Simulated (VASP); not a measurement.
Runs of VASP 6.6.1 on BN (e600). The structure is that of space group P6_3mc (No. 186), or close to it. The cells are those of the table. 

```csv
task,cell,gap on the mesh (eV),pressure (GPa),largest force (eV/Å)
single point,"a = 2.502, b = 2.502, c = 4.210 Å, angles 90.0, 90.0, 120.0°, 4 atoms",4.79,12.5,0.01
relaxation of the atoms,"atoms relaxed from a = 2.502, b = 2.502, c = 4.213 Å, angles 90.0, 90.0, 120.0°, 4 atoms",4.78,12.3,-
single point,"a = 2.502, b = 2.502, c = 4.213 Å, angles 90.0, 90.0, 120.0°, 4 atoms",4.79,12.3,0.01
relaxation of the atoms,"atoms relaxed from a = 2.502, b = 2.502, c = 4.210 Å, angles 90.0, 90.0, 120.0°, 4 atoms",4.78,12.5,-
single point,"a = 2.502, b = 2.502, c = 4.114 Å, angles 90.0, 90.0, 120.0°, 4 atoms",4.87,(a),-
```

Alike in all rows: level PBEsol; potentials or basis VASP PAW PBE potentials, release 64 (B, N); no spin polarisation; k mesh 9 × 9 × 6; cutoff (eV) 520; smearing gaussian 0.02 eV.

Q: Fill in the values left out.

A: (a) 22.9.

Caveats: the PAW data sets were made with another functional, which shifts forces and pressure a little.

A k mesh can miss the band edges.
